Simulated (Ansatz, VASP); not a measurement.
Two plane-wave programs on InSb

```
In Sb
1.0
     3.31423    0.00000    0.00000
     0.00000    3.31423    0.00000
     0.00000    0.00000    5.35633
In Sb
1 1
Cartesian
  0.0000 0.0000 0.0000
  0.0000 0.0000 2.6782
```

Alike in both runs: task single point; functional PBE; k mesh 18 × 18 × 10; occupations gaussian, width 0.15 eV; no spin polarisation.

```csv
,VASP,Ansatz
version,VASP 6.6.1,Ansatz 0.2.0
potentials or method,"VASP PAW PBE potentials, release 64 (In_d, Sb), cutoff 520 eV","scalar-relativistic, plane waves, PAW"
valence electrons in the cell,18,28
```

VASP gave:

* gap on the k mesh at the Fermi level (eV): none
* pressure (GPa): 5.7
* traceless stress, the component that is largest in VASP (GPa): 19.00

Problem. What did Ansatz give for the same quantities?

Solution. gap on the k mesh at the Fermi level (eV): none; pressure (GPa): 5.8; traceless stress, the component that is largest in VASP (GPa): 19.07.

A gap of «none» marks a metal or a gap that the smearing closes. VASP's potentials hold 18 valence electrons a cell and Ansatz's 28, so a difference there can come from the potentials and not from the codes.

Spin-orbit coupling is off throughout.
